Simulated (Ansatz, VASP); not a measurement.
**One calculation of Bi, two programs**

The input INCAR:

```
SYSTEM = Bi
ALGO = Normal
EDIFF = 1E-7
ENCUT = 520
GGA = PS
ISIF = 2
ISMEAR = 0
LASPH = .True.
LCHARG = .True.
LELF = .True.
LREAL = .False.
LVHAR = .True.
LWAVE = .False.
NBANDS = 14
NELM = 100
PREC = Accurate
SIGMA = 0.1
```

Contents of KPOINTS:

```
k-points
0
Gamma
  6 6 6
  0 0 0
```

File POSCAR:

```
Bi
1.0
    3.5065618443      0.0000000000      0.0000000000
   -1.7532809221      3.0367716371      0.0000000000
    0.0000000000      0.0000000000      3.2764437233
Bi
1
Direct
    0.0000000000      0.0000000000      0.0000000000
```

Input for Ansatz:

```yaml
crystal:
  lattice:
    - [3.5065618443, 0.0, 0.0]
    - [-1.7532809221, 3.0367716371, 0.0]
    - [0.0, 0.0, 3.2764437233]
  atoms:
    - { symbol: Bi, position: [0.0, 0.0, 0.0] }
basis:
  ecutwfc: 420
kpoints:
  mp_grid: { grid: [6, 6, 6] }
hamiltonian:
  xc: pbesol
scf:
  occupations: { method: gaussian, width: 0.1 }
  lower_state_search: "off"
output:
  forces: true
  stress: true
  eigenvalues: true
```

Alike in both runs: task single point; functional PBEsol; k mesh 6 × 6 × 6; occupations gaussian, width 0.1 eV; no spin polarisation.

|  | VASP | Ansatz |
| --- | --- | --- |
| version | VASP 6.6.1 | Ansatz 0.2.0 |
| potentials or method | VASP PAW PBE potentials, release 64 (Bi_d), cutoff 520 eV | scalar-relativistic, plane waves, PAW |
| valence electrons in the cell | 15 | 15 |

Ansatz gave:

| Item | Value |
| --- | --- |
| gap on the k mesh at the Fermi level (eV) | none |
| pressure (GPa) | -4.1 |
| traceless stress, the component that is largest in VASP (GPa) | -2.85 |

Question: What did VASP give for the same quantities?

Answer: gap on the k mesh at the Fermi level (eV): none; pressure (GPa): -4.2; traceless stress, the component that is largest in VASP (GPa): -2.84.

VASP's potentials were made for PBE, not for PBEsol. A gap of «none» marks a metal or a gap that the smearing closes. The functional is the same, so the differences come from potentials, cutoffs and numerics.

Spin-orbit coupling is off throughout.
